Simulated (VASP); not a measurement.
# C (Fd-3m) in VASP: a series of runs

Aim: see how the results for C move with the level of theory and the settings. Levels: PBE, HSE06. Tasks: single point.

Everything below comes from runs of VASP 6.6.1. Logs are shortened: lines on timing, memory, paths and dates and some standing lists are left out, and cuts for length are marked.

## (1) The cell of the first run

The structure is cubic, space group Fd-3m (No. 227). The conventional cell has a = 3.572 Å, b = 3.572 Å, c = 3.572 Å, α = 90.00°, β = 90.00°, γ = 90.00°. Within 2.1 Å of C (site symmetry -43m) lie 4 C at 1.55 Å.

## (2) Single point, PBE

The input, INCAR:

```
PREC = Accurate
ENCUT = 520
EDIFF = 1E-6
ISMEAR = -1
SIGMA = 0.1
LREAL = F
LASPH = T
NELM = 60
ALGO = Normal
ISIF = 2
LWAVE = F
LCHARG = F
GGA = PE
NBANDS = 11
```

The input, KPOINTS:

```
regular mesh
0
Gamma
  8 8 8
```

The input, POSCAR:

```
C
1.0
    0.0000000000      1.7858176506      1.7858176506
    1.7858176506      0.0000000000      1.7858176506
    1.7858176506      1.7858176506      0.0000000000
C
2
Direct
    0.5000000000      0.5000000000      0.5000000000
    0.7500000000      0.7500000000      0.7500000000
```

Potentials or basis: VASP PAW PBE potentials, release 64 (C).

The run is started by

```bash
$ cat potpaw_PBE.64/C/POTCAR > POTCAR
$ mpirun -np 1 vasp_std > vasp.out
```

OUTCAR:

```text
PREC = Accurate
   ENCUT = 520
   EDIFF = 1E-6
   ISMEAR = -1
   LREAL = F
   LASPH = T
   NELM = 60
   ISIF = 2
   GGA = PE

 ion  position               nearest neighbor table
   1  0.500  0.500  0.500-   2 1.55   2 1.55   2 1.55   2 1.55
   2  0.750  0.750  0.750-   1 1.55   1 1.55   1 1.55   1 1.55

  LATTYP: Found a face centered cubic cell.
 ALAT       =     3.5716353012

  Lattice vectors:

 A1 = (   0.0000000000,   1.7858176506,   1.7858176506)
 A2 = (   1.7858176506,   0.0000000000,   1.7858176506)
 A3 = (   1.7858176506,   1.7858176506,   0.0000000000)

Analysis of symmetry for initial positions (statically):
=====================================================================
 Subroutine PRICEL returns:
 Original cell was already a primitive cell.

 Routine SETGRP: Setting up the symmetry group for a
 face centered cubic supercell.

 Subroutine GETGRP returns: Found 48 space group operations
 (whereof 24 operations were pure point group operations)
 out of a pool of 48 trial point group operations.

The static configuration has the point symmetry T_d .
 The point group associated with its full space group is O_h .

Analysis of symmetry for dynamics (positions and initial velocities):
=====================================================================
 Subroutine PRICEL returns:
 Original cell was already a primitive cell.

 Routine SETGRP: Setting up the symmetry group for a
 face centered cubic supercell.

 Subroutine GETGRP returns: Found 48 space group operations
 (whereof 24 operations were pure point group operations)
 out of a pool of 48 trial point group operations.

The dynamic configuration has the point symmetry T_d .
 The point group associated with its full space group is O_h .

 Subroutine INISYM returns: Found 48 space group operations
 (whereof 24 operations are pure point group operations),
 and found     1 'primitive' translations

----------------------------------------------------------------------------------------

                                     Primitive cell

  volume of cell :      11.3905

  direct lattice vectors                    reciprocal lattice vectors
     0.000000000  1.785817651  1.785817651    -0.279983793  0.279983793  0.279983793
     1.785817651  0.000000000  1.785817651     0.279983793 -0.279983793  0.279983793
     1.785817651  1.785817651  0.000000000     0.279983793  0.279983793 -0.279983793

  length of vectors
     2.525527541  2.525527541  2.525527541     0.484946155  0.484946155  0.484946155

  position of ions in fractional coordinates (direct lattice)
     0.500000000  0.500000000  0.500000000
     0.750000000  0.750000000  0.750000000

  ion indices of the primitive-cell ions
   primitive index   ion index
                 1           1
                 2           2

----------------------------------------------------------------------------------------

 KPOINTS: regular mesh

Automatic generation of k-mesh.
 Grid dimensions read from file:
 generate k-points for:    8    8    8

 Generating k-lattice:

  Cartesian coordinates                     Fractional coordinates (reciprocal lattice)
    -0.034997974  0.034997974  0.034997974     0.125000000  0.000000000  0.000000000
     0.034997974 -0.034997974  0.034997974     0.000000000  0.125000000  0.000000000
     0.034997974  0.034997974 -0.034997974     0.000000000  0.000000000  0.125000000

  Length of vectors
     0.060618269  0.060618269  0.060618269

  Shift w.r.t. Gamma in fractional coordinates (k-lattice)
     0.000000000  0.000000000  0.000000000

 Subroutine IBZKPT returns following result:
 ===========================================

 Found     29 irreducible k-points:

 Following reciprocal coordinates:
            Coordinates               Weight
  0.000000  0.000000  0.000000      1.000000
  0.125000  0.000000  0.000000      8.000000
  0.250000  0.000000  0.000000      8.000000
  0.375000  0.000000  0.000000      8.000000
  0.500000  0.000000  0.000000      4.000000
  0.125000  0.125000  0.000000      6.000000
[... 16 lines left out ...]
  0.500000  0.250000  0.125000     48.000000
 -0.375000  0.250000  0.125000     24.000000
 [... further k-points ...]
   k-points           NKPTS =     29   k-points in BZ     NKDIM =     29   number of bands    NBANDS=     11
   number of dos      NEDOS =    301   number of ions     NIONS =      2
   total plane-waves  NPLWV =   8000
   dimension x,y,z NGX =    20 NGY =   20 NGZ =   20
   dimension x,y,z NGXF=    40 NGYF=   40 NGZF=   40
   ions per type =               2
   NGX,Y,Z   is equivalent  to a cutoff of  13.17, 13.17, 13.17 a.u.
   NGXF,Y,Z  is equivalent  to a cutoff of  26.33, 26.33, 26.33 a.u.
 SYSTEM =  unknown system
   PREC   = accura    normal or accurate (medium, high low for compatibility)
   ISTART =      0    job   : 0-new  1-cont  2-samecut
   ICHARG =      2    charge: 1-file 2-atom 10-const
   ISPIN  =      1    spin polarized calculation?
   LNONCOLLINEAR =      F non collinear calculations
   LSORBIT =      F    spin-orbit coupling
   LASPH  =      T    aspherical Exc in radial PAW
   ENCUT  =  520.0 eV  38.22 Ry    6.18 a.u.   4.70  4.70  4.70*2*pi/ulx,y,z
   NELM   =     60;   NELMIN=  2; NELMDL= -5     # of ELM steps
   EDIFF  = 0.1E-05   stopping-criterion for ELM
   LREAL  =      F    real-space projection
   EDIFFG = 0.1E-04   stopping-criterion for IOM
   NSW    =      0    number of steps for IOM
   IBRION =     -1    ionic relax: 0-MD 1-quasi-New 2-CG
   NFREE  =      0    steps in history (QN), initial steepest desc. (CG)
   ISIF   =      2    stress and relaxation
   ISYM   =      2    0-nonsym 1-usesym 2-fastsym
   POTIM  = 0.5000    time-step for ionic-motion
   TEBEG  =    0.0;   TEEND  =   0.0 temperature during run
   PSTRESS=    0.0 pullay stress
   NELECT =       8.0000    total number of electrons
   NUPDOWN=      -1.0000    fix difference up-down
   EMIN   =  10.00;   EMAX   =-10.00  energy-range for DOS
   EFERMI =   0.00;   METHOD = LEGACY
   ISMEAR =    -1;   SIGMA  =   0.10  broadening in eV -4-tet -1-fermi 0-gaus
   EFERMI_NEDOS =   21; number of points for ismear=-14 and -15
   IALGO  =     38    algorithm
   IMIX   =      4    mixing-type and parameters
     AMIX     =   0.40;   BMIX     =  1.00
     AMIX_MAG =   1.60;   BMIX_MAG =  1.00
  volume/ion in A,a.u.               =       5.70        38.43
  Fermi-wavevector in a.u.,A,eV,Ry     =   1.455206  2.749940 28.812018  2.117624
  Thomas-Fermi vector in A             =   2.572267
   LORBIT       =      0    0 simple, 1 ext, 2 COOP (PROOUT), +10 PAW based schemes
   GGA     = PE    functional components
   LHFCALC =     F    Hartree Fock is set to
   AEXX    =    0.0000 exact exchange contribution
   IVDW    =     0    specifies the selected vdW correction
   LEPSILON=     F    determine dielectric tensor
   LRPA    =     F    only Hartree local field effects (RPA)
 non-spin polarized calculation
  energy-cutoff  :      520.00
  volume of cell :       11.39
 maximum number of plane-waves:       331
   NGX =  9   NGY =  9   NGZ =  9

 number of electron       7.9999999 magnetization

 Free energy of the ion-electron system (eV)
  ---------------------------------------------------
  ext. energy  EPLUGINS =         0.00000000
  ---------------------------------------------------
  free energy    TOTEN  =       -18.18498794 eV

  energy without entropy =      -18.18498794  energy(sigma->0) =      -18.18498794

 E-fermi :  11.6893     XC(G=0): -13.2301

 val. band max:        9.6708679381   @ k =   0.0000   0.0000   0.0000
 cond. band min:      13.7941691013   @ k =   0.3750   0.3750   0.0000
 fundamental gap:      4.1233011632
 Fermi energy:        11.6892729330

 k-point     1 :       0.0000    0.0000    0.0000
  band No.  band energies     occupation
      1     -11.7512      2.00000
      2       9.6709      2.00000
      3       9.6709      2.00000
      4       9.6709      2.00000
      5      15.2495      0.00000
      6      15.2495      0.00000
      7      15.2495      0.00000
      8      22.9087      0.00000
      9      28.9121      0.00000
     10      36.1600      0.00000
     11      36.1600      0.00000

 k-point     2 :       0.1250    0.0000    0.0000
  band No.  band energies     occupation
      1     -11.3201      2.00000
      2       7.2636      2.00000
      3       9.0215      2.00000
      4       9.0215      2.00000
      5      16.1043      0.00000
      6      16.1043      0.00000
      7      16.5255      0.00000
      8      23.2838      0.00000
      9      29.5622      0.00000
     10      33.1151      0.00000
     11      33.1151      0.00000

 k-point     3 :       0.2500    0.0000    0.0000
  band No.  band energies     occupation
      1     -10.0406      2.00000
      2       3.0993      2.00000
      3       7.9324      2.00000
      4       7.9324      2.00000
      5      17.4407      0.00000
      6      17.4407      0.00000
      7      17.7782      0.00000
      8      24.2408      0.00000
      9      30.3295      0.00000
     10      32.0340      0.00000
     11      32.0340      0.00000

 k-point     4 :       0.3750    0.0000    0.0000
  band No.  band energies     occupation
      1      -7.9813      2.00000
      2      -0.9701      2.00000
      3       7.1531      2.00000
      4       7.1531      2.00000
      5      18.0376      0.00000
      6      18.0376      0.00000
      7      18.3172      0.00000
      8      25.0905      0.00000
      9      30.7748      0.00000
     10      33.6323      0.00000
     11      33.6323      0.00000
[... 239 lines left out ...]
 k-point    22 :       0.3750    0.2500    0.1250
  band No.  band energies     occupation
      1      -8.9183      2.00000
      2       3.1769      2.00000
      3       4.1910      2.00000
      4       6.7939      2.00000
      5      16.2268      0.00000
      6      19.6821      0.00000
      7      21.2090      0.00000
      8      21.3830      0.00000
      9      30.2777      0.00000
     10      31.2043      0.00000
     11      35.3254      0.00000

 k-point    23 :       0.5000    0.2500    0.1250
  band No.  band energies     occupation
      1      -6.8994      2.00000
      2      -0.1470      2.00000
      3       3.4130      2.00000
      4       5.6058      2.00000
      5      17.6191      0.00000
      6      19.2797      0.00000
      7      22.0141      0.00000
      8      22.9760      0.00000
      9      29.8084      0.00000
     10      31.9239      0.00000
     11      35.7598      0.00000

 k-point    24 :      -0.3750    0.2500    0.1250
  band No.  band energies     occupation
      1      -4.9900      2.00000
      2      -2.6516      2.00000
      3       3.3769      2.00000
      4       5.0027      2.00000
      5      17.9567      0.00000
      6      19.0842      0.00000
      7      22.6690      0.00000
      8      24.4888      0.00000
      9      27.9607      0.00000
     10      33.5127      0.00000
     11      35.9495      0.00000

 [... further k-points ...]
[... 5 lines left out ...]
  --------------------------------------------------------------------------------------
  -------------------------------------------------------------------------------------
  Total        0.0459326      0.0459326      0.0459326     -0.0000000      0.0000000      0.0000000
  in kB        6.4608566      6.4608566      6.4608566     -0.0000000      0.0000000      0.0000000
  external PRESSURE =       6.4608566 kB  Pullay stress =       0.0000000 kB

 VOLUME and BASIS-vectors are now :
 -----------------------------------------------------------------------------
  energy-cutoff  :      520.00
  volume of cell :       11.39
      direct lattice vectors                 reciprocal lattice vectors
     0.000000000  1.785817651  1.785817651    -0.279983793  0.279983793  0.279983793
     1.785817651  0.000000000  1.785817651     0.279983793 -0.279983793  0.279983793
     1.785817651  1.785817651  0.000000000     0.279983793  0.279983793 -0.279983793

 POSITION                                       TOTAL-FORCE (eV/Angst)
 -----------------------------------------------------------------------------------
      1.78582      1.78582      1.78582        -0.000000     -0.000000     -0.000000
      2.67873      2.67873      2.67873         0.000000      0.000000      0.000000
 -----------------------------------------------------------------------------------
    total drift:                                0.000000     -0.000000      0.000000

  FREE ENERGIE OF THE ION-ELECTRON SYSTEM (eV)
  ---------------------------------------------------
  free  energy   TOTEN  =       -18.1849879394 eV

  energy  without entropy=      -18.1849879394  energy(sigma->0) =      -18.18498794
```

Wall time 8.1 s (1 thread of AMD EPYC 7R13, shared host); peak memory 0.08 GiB.

Results:

* Free energy: -18.1850 eV
* Pressure: 0.6 GPa
* Band gap on the k mesh: 4.12 eV (least direct gap 5.58 eV)

Levels at points of the mesh, in eV from the valence-band top:
| k point | band 1 | band 2 | band 3 | band 4 | band 5 | band 6 | band 7 | band 8 | band 9 |
| --- | --- | --- | --- | --- | --- | --- | --- | --- | --- |
| (0.00, 0.00, 0.00) | -21.42 | 0.00 | 0.00 | 0.00 | 5.58 | 5.58 | 5.58 | 13.24 | 19.24 |
| (0.50, 0.00, 0.00) | -15.67 | -13.33 | -2.79 | -2.79 | 8.44 | 8.44 | 8.79 | 15.66 | 21.84 |
| (0.50, 0.50, 0.00) | -12.73 | -12.73 | -6.27 | -6.27 | 4.75 | 4.75 | 16.75 | 16.75 | 23.16 |

## (3) Single point, HSE06

POSCAR is that of step 2.

The input, INCAR.step1:

```
PREC     = Accurate       # precision mode
ENCUT    = 520            # plane-wave cutoff, eV
EDIFF    = 1E-5           # SCF threshold, eV
ISMEAR   = -1             # smearing method
SIGMA    = 0.1            # smearing width, eV
LREAL    = False          # projectors in reciprocal space
LASPH    = True           # aspherical terms in the spheres
NELM     = 80             # most SCF steps
ALGO     = Normal         # electronic algorithm
ISIF     = 2              # what is computed and relaxed
LWAVE    = True           # write WAVECAR
LCHARG   = False          # write CHGCAR
GGA      = PE             # functional
NBANDS   = 11             # bands
```

The input, INCAR.step2:

```
PREC     = Accurate       # precision mode
ENCUT    = 520            # plane-wave cutoff, eV
EDIFF    = 1E-7           # SCF threshold, eV
ISMEAR   = -1             # smearing method
SIGMA    = 0.1            # smearing width, eV
LREAL    = False          # projectors in reciprocal space
LASPH    = True           # aspherical terms in the spheres
NELM     = 80             # most SCF steps
ALGO     = Normal         # electronic algorithm
ISIF     = 2              # what is computed and relaxed
LWAVE    = False          # write WAVECAR
LCHARG   = False          # write CHGCAR
GGA      = PE             # functional
LHFCALC  = True           # exact exchange
HFSCREEN = 0.2079         # screening, 1/A
PRECFOCK = Normal       
ISTART   = 1            
NBANDS   = 11             # bands
```

The input, KPOINTS:

```
Automatic mesh
0
Gamma
  8 8 8
```

Potentials or basis: VASP PAW PBE potentials, release 64 (C).

The run is started by

```bash
$ cat potpaw_PBE.64/C/POTCAR > POTCAR
$ cp INCAR.step1 INCAR
$ mpirun -np 1 vasp_std > vasp.out
$ cp INCAR.step2 INCAR
$ mpirun -np 1 vasp_std > vasp.out
```

Wall time 31 min (1 thread of AMD EPYC 7R13, shared host); peak memory 0.19 GiB.

The run converged. Its results:

```
Free energy            : -21.0463 eV
Pressure               : -9.1 GPa
Band gap on the k mesh : 5.27 eV (least direct gap 6.96 eV)
```

Levels at points of the mesh, in eV from the valence-band top:
| k point | band 1 | band 2 | band 3 | band 4 | band 5 | band 6 | band 7 | band 8 | band 9 |
| --- | --- | --- | --- | --- | --- | --- | --- | --- | --- |
| (0.00, 0.00, 0.00) | -23.48 | 0.00 | 0.00 | 0.00 | 6.96 | 6.96 | 6.96 | 15.16 | 20.79 |
| (0.50, 0.00, 0.00) | -17.29 | -14.57 | -3.05 | -3.05 | 10.00 | 10.00 | 10.28 | 17.57 | 23.84 |
| (0.50, 0.50, 0.00) | -14.04 | -14.04 | -6.84 | -6.84 | 5.90 | 5.90 | 19.15 | 19.15 | 25.45 |

Caveat: the cell stands under tension; the PAW data sets were made with another functional, which shifts forces and pressure a little.
